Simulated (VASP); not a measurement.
# CoSn: relaxation of cell and atoms with PBE

Crystal: CoSn.

```
CELL_PARAMETERS angstrom
3.62552 0.00000 0.00000
0.00000 3.62552 0.00000
0.00000 0.00000 3.62552
ATOMIC_POSITIONS crystal
Co 0.00000 0.00000 0.00000
Sn 0.50000 0.50000 0.50000
```

The cell was built from a structure type or drawn by symmetry, and may not be a known phase.

```yaml
Program: VASP 6.6.1
Task: relaxation of cell and atoms
Functional: PBE
Potentials_or_basis: VASP PAW PBE potentials, release 64 (Co, Sn_d)
Cutoff: 600 eV
k_mesh: 6 × 6 × 6
Occupations: gaussian, width 0.1 eV
Spin: collinear spin, ferromagnetic start
Starting_moments: "[3.0, 0.0] μB"
Dipole_correction: no
Further_INCAR_settings: ALGO = Normal; EDIFF = 1e-07; IBRION = 2; EDIFFG = -0.04; NSW = 90; ISIF = 3
```

```yaml
Relaxed_volume: 15.64 Å³/atom
Relaxed_cell: a = 3.151 Å, b = 3.151 Å, c = 3.151 Å, α = 90.00°, β = 90.00°, γ = 90.00°
Space_group_after_relaxing_to_0.1_Å: Pm-3m (No. 221)
Energy_gained_by_relaxing: 626.8 meV/atom
Ionic_steps: 6
Pressure_after_relaxing: 0.0 GPa
Net_moment: 0.62 μB per cell
Site_moments: Co +0.66; Sn -0.02 μB
Valence_electrons_inside_the_program's_atomic_spheres: Co 8.20; Sn 12.39
```

Step by step:
| step | energy change (eV) | largest force (eV/Å) | pressure (GPa) | volume (Å³) |
| --- | --- | --- | --- | --- |
| 1 | 0.0000 | 0.0000 | -16.02 | 47.66 |
| 2 | -1.2224 | 0.0000 | -5.09 | 33.04 |
| 3 | -1.2535 | 0.0000 | -0.48 | 31.39 |
| 4 | -1.2533 | 0.0000 | 0.69 | 31.11 |
| 5 | -1.2534 | 0.0000 | -0.58 | 31.42 |
| 6 | -1.2537 | 0.0000 | 0.02 | 31.27 |

Final structure:
```xyz
2
Lattice="3.1505 0.0000 0.0000 0.0000 3.1505 0.0000 0.0000 0.0000 3.1505" Properties=species:S:1:pos:R:3 pbc="T T T"
Co    0.0000    0.0000    0.0000
Sn    1.5753    1.5753    1.5753
```

Levels at points of the mesh, in eV from the Fermi level:
Spin up:
| k point | band 9 | band 10 | band 11 | band 12 | band 13 | band 14 | band 15 | band 16 |
| --- | --- | --- | --- | --- | --- | --- | --- | --- |
| (0.00, 0.00, 0.00) | -1.23 | -1.23 | -1.23 | 2.53 | 2.53 | 2.53 | 7.81 | 8.19 |
| (0.50, 0.00, 0.00) | -2.11 | -2.11 | -1.25 | -0.93 | 7.21 | 7.21 | 9.03 | 9.29 |
| (0.50, 0.50, 0.00) | -2.84 | -1.59 | -1.59 | -1.09 | 0.38 | 1.03 | 8.13 | 10.80 |
| (0.50, 0.50, 0.50) | -2.58 | -1.06 | -1.06 | 2.10 | 2.10 | 2.10 | 2.43 | 2.43 |
Spin down:
```tsv
k point	band 9	band 10	band 11	band 12	band 13	band 14
(0.00, 0.00, 0.00)	-0.79	-0.79	-0.79	2.52	2.52	2.52
(0.50, 0.00, 0.00)	-1.75	-1.75	-0.82	0.02	7.28	7.28
(0.50, 0.50, 0.00)	-2.30	-1.18	-1.18	-0.08	0.78	1.51
(0.50, 0.50, 0.50)	-2.60	-0.05	-0.05	2.09	2.09	2.09
```

Wall time 96 s on 1 thread of Intel(R) Xeon(R) 6975P-C (Granite Rapids), with other jobs on the host, peak memory 0.22 GiB.

Caveat: the volume moved by over 15 % at a fixed basis, so the end points are rough; spin-orbit coupling is left out, which moves the levels of the heavy elements.
